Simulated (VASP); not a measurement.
# HfC (Fm-3m) in VASP: settings compared

HfC is run at these levels: rpbe exchange, lyp correlation, HSE06, PBE0; tasks: single point.

Program: VASP 6.6.1. These are calculated values, not measurements. Logs are shortened: lines on timing, memory, paths and dates and some standing lists are left out, and cuts for length are marked.

## (1) The cell of the first run

It takes space group Fm-3m (No. 225, cubic). Conventional cell: a = 4.711 Å, b = 4.711 Å, c = 4.711 Å, α = 90.00°, β = 90.00°, γ = 90.00°. Hf (site symmetry m-3m) has 6 C at 2.36 Å within 3.1 Å. Within 3.1 Å of C (site symmetry m-3m) lie 6 Hf at 2.36 Å.

## (2) Single point, rpbe exchange, lyp correlation, non-collinear spin, zero start, spin-orbit coupling (13.07 Å³/atom)

Contents of INCAR:

```
PREC = Accurate
ENCUT = 600
EDIFF = 1E-6
ISMEAR = 0
SIGMA = 0.025
LREAL = F
LASPH = T
NELM = 200
ALGO = Normal
ISIF = 2
LWAVE = F
LCHARG = F
MAGMOM = 0 0 0 0 0 0
LORBIT = 11
LSORBIT = T
GGA_COMPAT = F
LORBMOM = T
LMAXMIX = 4
GGA = LIBXC
LIBXC1 = GGA_X_RPBE
LIBXC2 = GGA_C_LYP
NBANDS = 26
```

Contents of KPOINTS:

```
regular mesh
0
Gamma
  8 8 8
```

Contents of POSCAR:

```
HfC
1.0
    0.0000000000      2.3555956139      2.3555956139
    2.3555956139      0.0000000000      2.3555956139
    2.3555956139      2.3555956139      0.0000000000
Hf C
1 1
Direct
    0.5000000000      0.5000000000      0.5000000000
    0.0000000000      0.0000000000      0.0000000000
```

Potentials or basis: VASP PAW PBE potentials, release 64 (Hf_pv, C).

Run with:

```bash
$ cat potpaw_PBE.64/Hf_pv/POTCAR potpaw_PBE.64/C/POTCAR > POTCAR
$ mpirun -np 1 vasp_ncl > vasp.out
```

OUTCAR:

```text
PREC = Accurate
   ENCUT = 600
   EDIFF = 1E-6
   ISMEAR = 0
   LREAL = F
   LASPH = T
   NELM = 200
   ISIF = 2
   LORBIT = 11
   LSORBIT = T
   GGA = LIBXC

 ion  position               nearest neighbor table
   1  0.500  0.500  0.500-   2 2.36   2 2.36   2 2.36   2 2.36   2 2.36   2 2.36
   2  0.000  0.000  0.000-   1 2.36   1 2.36   1 2.36   1 2.36   1 2.36   1 2.36

  LATTYP: Found a face centered cubic cell.
 ALAT       =     4.7111912278

  Lattice vectors:

 A1 = (   0.0000000000,   2.3555956139,   2.3555956139)
 A2 = (   2.3555956139,   0.0000000000,   2.3555956139)
 A3 = (   2.3555956139,   2.3555956139,   0.0000000000)

Analysis of symmetry for initial positions (statically):
=====================================================================
 Subroutine PRICEL returns:
 Original cell was already a primitive cell.

 Routine SETGRP: Setting up the symmetry group for a
 face centered cubic supercell.

 Subroutine GETGRP returns: Found 48 space group operations
 (whereof 48 operations were pure point group operations)
 out of a pool of 48 trial point group operations.

The static configuration has the point symmetry O_h .

Analysis of symmetry for dynamics (positions and initial velocities):
=====================================================================
 Subroutine PRICEL returns:
 Original cell was already a primitive cell.

 Routine SETGRP: Setting up the symmetry group for a
 face centered cubic supercell.

 Subroutine GETGRP returns: Found 48 space group operations
 (whereof 48 operations were pure point group operations)
 out of a pool of 48 trial point group operations.

The dynamic configuration has the point symmetry O_h .

Analysis of structural, dynamic, and magnetic symmetry:
=====================================================================
 Subroutine PRICEL returns:
 Original cell was already a primitive cell.

 Routine SETGRP: Setting up the symmetry group for a
 face centered cubic supercell.

 Subroutine GETGRP returns: Found 48 space group operations
 (whereof 48 operations were pure point group operations)
 out of a pool of 48 trial point group operations.

The overall configuration has the point symmetry O_h .

 Subroutine INISYM returns: Found 48 space group operations
 (whereof 48 operations are pure point group operations),
 and found     1 'primitive' translations

----------------------------------------------------------------------------------------

                                     Primitive cell

  volume of cell :      26.1416

  direct lattice vectors                    reciprocal lattice vectors
     0.000000000  2.355595614  2.355595614    -0.212260541  0.212260541  0.212260541
     2.355595614  0.000000000  2.355595614     0.212260541 -0.212260541  0.212260541
     2.355595614  2.355595614  0.000000000     0.212260541  0.212260541 -0.212260541

  length of vectors
     3.331315265  3.331315265  3.331315265     0.367646042  0.367646042  0.367646042

  position of ions in fractional coordinates (direct lattice)
     0.500000000  0.500000000  0.500000000
     0.000000000  0.000000000  0.000000000

  ion indices of the primitive-cell ions
   primitive index   ion index
                 1           1
                 2           2

----------------------------------------------------------------------------------------

 KPOINTS: regular mesh

Automatic generation of k-mesh.
 Grid dimensions read from file:
 generate k-points for:    8    8    8

 Generating k-lattice:

  Cartesian coordinates                     Fractional coordinates (reciprocal lattice)
    -0.026532568  0.026532568  0.026532568     0.125000000  0.000000000  0.000000000
     0.026532568 -0.026532568  0.026532568     0.000000000  0.125000000  0.000000000
     0.026532568  0.026532568 -0.026532568     0.000000000  0.000000000  0.125000000

  Length of vectors
     0.045955755  0.045955755  0.045955755

  Shift w.r.t. Gamma in fractional coordinates (k-lattice)
     0.000000000  0.000000000  0.000000000

 Subroutine IBZKPT returns following result:
 ===========================================

 Found     29 irreducible k-points:

 Following reciprocal coordinates:
            Coordinates               Weight
  0.000000  0.000000  0.000000      1.000000
  0.125000  0.000000  0.000000      8.000000
  0.250000  0.000000  0.000000      8.000000
  0.375000  0.000000  0.000000      8.000000
  0.500000  0.000000  0.000000      4.000000
  0.125000  0.125000  0.000000      6.000000
[... 16 lines left out ...]
  0.500000  0.250000  0.125000     48.000000
 -0.375000  0.250000  0.125000     24.000000
 [... further k-points ...]
   k-points           NKPTS =     29   k-points in BZ     NKDIM =     29   number of bands    NBANDS=     26
[... 19 lines left out ...]
   EDIFFG = 0.1E-04   stopping-criterion for IOM
   NSW    =      0    number of steps for IOM
   IBRION =     -1    ionic relax: 0-MD 1-quasi-New 2-CG
   NFREE  =      0    steps in history (QN), initial steepest desc. (CG)
   ISIF   =      2    stress and relaxation
   ISYM   =      2    0-nonsym 1-usesym 2-fastsym
   POTIM  = 0.5000    time-step for ionic-motion
   TEBEG  =    0.0;   TEEND  =   0.0 temperature during run
   PSTRESS=    0.0 pullay stress
   NELECT =      14.0000    total number of electrons
   NUPDOWN=      -1.0000    fix difference up-down
   EMIN   =  10.00;   EMAX   =-10.00  energy-range for DOS
   EFERMI =   0.00;   METHOD = LEGACY
   ISMEAR =     0;   SIGMA  =   0.03  broadening in eV -4-tet -1-fermi 0-gaus
   EFERMI_NEDOS =   21; number of points for ismear=-14 and -15
   IALGO  =     38    algorithm
   IMIX   =      4    mixing-type and parameters
     AMIX     =   0.40;   BMIX     =  1.00
     AMIX_MAG =   1.60;   BMIX_MAG =  1.00
  volume/ion in A,a.u.               =      13.07        88.21
  Fermi-wavevector in a.u.,A,eV,Ry     =   1.329454  2.512305 24.047603  1.767449
  Thomas-Fermi vector in A             =   2.458616
   LORBIT       =     11    0 simple, 1 ext, 2 COOP (PROOUT), +10 PAW based schemes
   GGA     = LIBXC    functional components
   LHFCALC =     F    Hartree Fock is set to
   AEXX    =    0.0000 exact exchange contribution
   IVDW    =     0    specifies the selected vdW correction
   LEPSILON=     F    determine dielectric tensor
   LRPA    =     F    only Hartree local field effects (RPA)
 Gauss-broadening in eV      SIGMA  =   0.03
  energy-cutoff  :      600.00
  volume of cell :       26.14
 maximum number of plane-waves:      1786
   NGX = 13   NGY = 13   NGZ = 13

 number of electron      14.0000001 magnetization       0.0000000      0.0000000      0.0000000

 number of electron      14.0000001 magnetization      -0.0000000      0.0000000      0.0000000

 number of electron      14.0000001 magnetization       0.0000000     -0.0000000     -0.0000000

 Free energy of the ion-electron system (eV)
  ---------------------------------------------------
  ext. energy  EPLUGINS =         0.00000000
  ---------------------------------------------------
  free energy    TOTEN  =       -19.13052767 eV

  energy without entropy =      -19.13032964  energy(sigma->0) =      -19.13042865

 E-fermi :   6.1814     XC(G=0): -11.3405

 val. band max:        6.1797567506   @ k =   0.1250   0.1250   0.0000
 cond. band min:       6.3288712493   @ k =   0.5000   0.5000   0.0000
 fundamental gap:      0.1491144986
 Fermi energy:         6.1813952895

 k-point     1 :       0.0000    0.0000    0.0000
  band No.  band energies     occupation
      1     -28.4771      1.00000
      2     -28.4771      1.00000
      3     -21.4232      1.00000
      4     -21.4232      1.00000
      5     -21.4232      1.00000
      6     -21.4232      1.00000
[... 685 lines left out ...]
     25      16.9489      0.00000
     26      16.9489      0.00000

 [... further k-points ...]
[... 5 lines left out ...]
  --------------------------------------------------------------------------------------
  -------------------------------------------------------------------------------------
  Total        0.2329190      0.2329190      0.2329190      0.0000000      0.0000000     -0.0000000
  in kB       14.2752365     14.2752365     14.2752365      0.0000000      0.0000000     -0.0000000
  external PRESSURE =      14.2752365 kB  Pullay stress =       0.0000000 kB

 VOLUME and BASIS-vectors are now :
 -----------------------------------------------------------------------------
  energy-cutoff  :      600.00
  volume of cell :       26.14
      direct lattice vectors                 reciprocal lattice vectors
     0.000000000  2.355595614  2.355595614    -0.212260541  0.212260541  0.212260541
     2.355595614  0.000000000  2.355595614     0.212260541 -0.212260541  0.212260541
     2.355595614  2.355595614  0.000000000     0.212260541  0.212260541 -0.212260541

 POSITION                                       TOTAL-FORCE (eV/Angst)
 -----------------------------------------------------------------------------------
      2.35560      2.35560      2.35560        -0.000000     -0.000000      0.000000
      0.00000      0.00000      0.00000         0.000000      0.000000      0.000000
 -----------------------------------------------------------------------------------
    total drift:                                0.000000      0.000000      0.000000

  FREE ENERGIE OF THE ION-ELECTRON SYSTEM (eV)
  ---------------------------------------------------
  free  energy   TOTEN  =       -19.1305276673 eV

  energy  without entropy=      -19.1303296360  energy(sigma->0) =      -19.13042865

 orbital moment (x)

 # of ion     p       d       tot
 ----------------------------------------
  1         0.000  -0.000   0.000
  2        -0.000   0.000  -0.000
 ----------------------------------------
            0.000  -0.000   0.000

 orbital moment (y)

 # of ion     p       d       tot
 ----------------------------------------
  1         0.000  -0.000   0.000
  2        -0.000   0.000  -0.000
 ----------------------------------------
            0.000  -0.000   0.000

 orbital moment (z)

 # of ion     p       d       tot
 ----------------------------------------
  1         0.000   0.000   0.000
  2         0.000   0.000   0.000
 ----------------------------------------
            0.000   0.000   0.000

 Spin-Orbit-Coupling matrix elements

 Ion:    1  E_soc:     -1.2955430
 l=   1
     0.0000000    -0.2090240    -0.2090240
    -0.2090240     0.0000000    -0.2090240
    -0.2090240    -0.2090240     0.0000000
 l=   2
     0.0000000    -0.0013037     0.0000000    -0.0013037    -0.0055961
    -0.0013037     0.0000000    -0.0041971    -0.0013037    -0.0013990
     0.0000000    -0.0041971     0.0000000    -0.0041971     0.0000000
    -0.0013037    -0.0013037    -0.0041971     0.0000000    -0.0013990
    -0.0055961    -0.0013990     0.0000000    -0.0013990     0.0000000
 l=   3
     0.0000000     0.0000000     0.0000000     0.0000000     0.0000000     0.0000000     0.0000000
     0.0000000     0.0000000     0.0000000     0.0000000     0.0000000     0.0000000     0.0000000
     0.0000000     0.0000000     0.0000000     0.0000000     0.0000000     0.0000000     0.0000000
     0.0000000     0.0000000     0.0000000     0.0000000     0.0000000     0.0000000     0.0000000
     0.0000000     0.0000000     0.0000000     0.0000000     0.0000000     0.0000000     0.0000000
     0.0000000     0.0000000     0.0000000     0.0000000     0.0000000     0.0000000     0.0000000
     0.0000000     0.0000000     0.0000000     0.0000000     0.0000000     0.0000000     0.0000000

 Ion:    2  E_soc:     -0.0003197
 l=   1
     0.0000000    -0.0000533    -0.0000533
    -0.0000533     0.0000000    -0.0000533
    -0.0000533    -0.0000533     0.0000000
 l=   2
     0.0000000     0.0000000     0.0000000     0.0000000     0.0000000
     0.0000000     0.0000000     0.0000000     0.0000000     0.0000000
     0.0000000     0.0000000     0.0000000     0.0000000     0.0000000
     0.0000000     0.0000000     0.0000000     0.0000000     0.0000000
     0.0000000     0.0000000     0.0000000     0.0000000     0.0000000
 l=   3
     0.0000000     0.0000000     0.0000000     0.0000000     0.0000000     0.0000000     0.0000000
     0.0000000     0.0000000     0.0000000     0.0000000     0.0000000     0.0000000     0.0000000
     0.0000000     0.0000000     0.0000000     0.0000000     0.0000000     0.0000000     0.0000000
     0.0000000     0.0000000     0.0000000     0.0000000     0.0000000     0.0000000     0.0000000
     0.0000000     0.0000000     0.0000000     0.0000000     0.0000000     0.0000000     0.0000000
     0.0000000     0.0000000     0.0000000     0.0000000     0.0000000     0.0000000     0.0000000
     0.0000000     0.0000000     0.0000000     0.0000000     0.0000000     0.0000000     0.0000000

 total charge

# of ion       s       p       d       tot
------------------------------------------
    1        0.296   6.624   1.605   8.525
    2        0.877   1.523   0.000   2.400
--------------------------------------------------
tot          1.173   8.147   1.605  10.925

 magnetization (x)

# of ion       s       p       d       tot
------------------------------------------
    1        0.000  -0.000  -0.000   0.000
    2       -0.000   0.000   0.000  -0.000
--------------------------------------------------
tot          0.000  -0.000  -0.000   0.000

 magnetization (y)

# of ion       s       p       d       tot
------------------------------------------
    1        0.000  -0.000  -0.000  -0.000
    2        0.000   0.000   0.000   0.000
--------------------------------------------------
tot          0.000   0.000  -0.000  -0.000

 magnetization (z)

# of ion       s       p       d       tot
------------------------------------------
    1        0.000  -0.000  -0.000  -0.000
    2       -0.000   0.000   0.000   0.000
--------------------------------------------------
tot         -0.000   0.000  -0.000   0.000
```

Run time: 61 s. Hardware: 1 thread of Intel Xeon Platinum 8488C (Sapphire Rapids), shared host; peak memory 0.26 GiB.

What came out:

```
Free energy                                           : -19.1305 eV
Pressure                                              : 1.4 GPa
Net moment                                            : 0.00 μB per cell
Valence electrons inside the program's atomic spheres : Hf 8.53; C 2.40
```

Moments on the atoms (μB; x, y, z):
```
Hf  0.00 0.00 0.00
C   0.00 0.00 0.00
```

Caveat: the PAW data sets were made with another functional, which shifts forces and pressure a little.

## (3) Single point, rpbe exchange, lyp correlation, non-collinear spin, zero start, spin-orbit coupling (13.32 Å³/atom)

This run uses another cell than the first one, of 13.32 Å³/atom.

Contents of INCAR:

```
PREC = Accurate
ENCUT = 600
EDIFF = 1E-6
ISMEAR = 0
SIGMA = 0.025
LREAL = False
LASPH = True
NELM = 200
ALGO = Normal
ISIF = 2
LWAVE = False
LCHARG = False
MAGMOM = 0 0 0 0 0 0
LORBIT = 11
LSORBIT = True
GGA_COMPAT = False
LORBMOM = True
LMAXMIX = 4
GGA = LIBXC
LIBXC1 = GGA_X_RPBE
LIBXC2 = GGA_C_LYP
NBANDS = 26
```

KPOINTS is that of step 2.

Contents of POSCAR:

```
HfC
1.0
    0.0000000000      2.3705998121      2.3705998121
    2.3705998121      0.0000000000      2.3705998121
    2.3705998121      2.3705998121      0.0000000000
Hf C
1 1
Direct
    0.5000000000      0.5000000000      0.5000000000
    0.0000000000      0.0000000000      0.0000000000
```

Potentials or basis: VASP PAW PBE potentials, release 64 (Hf_pv, C).

Run with:

```bash
$ cat potpaw_PBE.64/Hf_pv/POTCAR potpaw_PBE.64/C/POTCAR > POTCAR
$ mpirun -np 1 vasp_ncl > vasp.out
```

Wall time 69 s (1 thread of Intel Xeon Platinum 8488C (Sapphire Rapids), shared host); peak memory 0.26 GiB.

It converged, with:

```
Free energy                                           : -19.1290 eV
Pressure                                              : -2.6 GPa
Net moment                                            : 0.00 μB per cell
Valence electrons inside the program's atomic spheres : Hf 8.47; C 2.39
```

Moments on the atoms (μB; x, y, z):
```
Hf  0.00 0.00 0.00
C   0.00 0.00 0.00
```

Caveat: the PAW data sets were made with another functional, which shifts forces and pressure a little.

## (4) Single point, HSE06

This run uses another cell than the first one, of 12.57 Å³/atom.

Contents of POSCAR:

```
HfC
1.0
    0.0000000000      2.3250000000      2.3250000000
    2.3250000000      0.0000000000      2.3250000000
    2.3250000000      2.3250000000      0.0000000000
Hf C
1 1
Direct
    0.5000000000      0.5000000000      0.5000000000
    0.0000000000      0.0000000000      0.0000000000
```

Contents of INCAR.step1:

```
SYSTEM = HfC
PREC     = Accurate       ! precision mode
ENCUT    = 520            ! plane-wave cutoff, eV
EDIFF    = 1E-5           ! SCF threshold, eV
ISMEAR   = -1             ! smearing method
SIGMA    = 0.05           ! smearing width, eV
LREAL    = .False.        ! projectors in reciprocal space
LASPH    = .True.         ! aspherical terms in the spheres
NELM     = 100            ! most SCF steps
ALGO     = Normal         ! electronic algorithm
ISIF     = 2              ! what is computed and relaxed
LWAVE    = .True.         ! write WAVECAR
LCHARG   = .False.        ! write CHGCAR
GGA      = PE             ! functional
NBANDS   = 14             ! bands
```

Contents of INCAR.step2:

```
SYSTEM = HfC
PREC     = Accurate       ! precision mode
ENCUT    = 520            ! plane-wave cutoff, eV
EDIFF    = 1E-6           ! SCF threshold, eV
ISMEAR   = -1             ! smearing method
SIGMA    = 0.05           ! smearing width, eV
LREAL    = .False.        ! projectors in reciprocal space
LASPH    = .True.         ! aspherical terms in the spheres
NELM     = 100            ! most SCF steps
ALGO     = Normal         ! electronic algorithm
ISIF     = 2              ! what is computed and relaxed
LWAVE    = .False.        ! write WAVECAR
LCHARG   = .False.        ! write CHGCAR
GGA      = PE             ! functional
LHFCALC  = .True.         ! exact exchange
HFSCREEN = 0.2079         ! screening, 1/A
PRECFOCK = Normal       
ISTART   = 1            
NBANDS   = 14             ! bands
```

Contents of KPOINTS:

```
Automatic mesh
0
Gamma
  6 6 6
  0 0 0
```

Run with:

```bash
$ cat potpaw_PBE.64/Hf_pv/POTCAR potpaw_PBE.64/C/POTCAR > POTCAR
$ cp INCAR.step1 INCAR
$ mpirun -np 1 vasp_std > vasp.out
$ cp INCAR.step2 INCAR
$ mpirun -np 1 vasp_std > vasp.out
```

It took 47 min on 1 thread of Intel Xeon 8259CL, shared host; peak memory 0.26 GiB.

It converged, with:

| Item | Value |
| --- | --- |
| Free energy | -23.9894 eV |
| Pressure | -4.2 GPa |
| Band gap on the k mesh | zero (bands 7 and 8 overlap by 1.60 eV) |

Levels at points of the mesh, in eV from the Fermi level:
| k point | band 3 | band 4 | band 5 | band 6 | band 7 | band 8 | band 9 | band 10 | band 11 | band 12 |
| --- | --- | --- | --- | --- | --- | --- | --- | --- | --- | --- |
| (0.00, 0.00, 0.00) | -31.51 | -13.72 | 1.32 | 1.32 | 1.32 | 2.21 | 2.21 | 2.21 | 4.18 | 4.18 |
| (0.50, 0.00, 0.00) | -31.58 | -9.62 | -6.75 | -3.24 | -3.24 | 6.54 | 6.54 | 7.09 | 7.46 | 13.00 |
| (0.50, 0.50, 0.00) | -31.77 | -11.64 | -2.99 | -1.42 | -0.01 | -0.01 | 6.27 | 8.02 | 8.02 | 9.65 |

Caveat: the k points lie up to 0.39 Å⁻¹ apart, too coarse for converged energies and pressures of a metal; the PAW data sets were made with another functional, which shifts forces and pressure a little; spin-orbit coupling is left out, which moves the levels of the heavy elements.

(Continued in part 2 of 2.)

The gap in the log of VASP goes by the Fermi energy; the results here count the filled bands.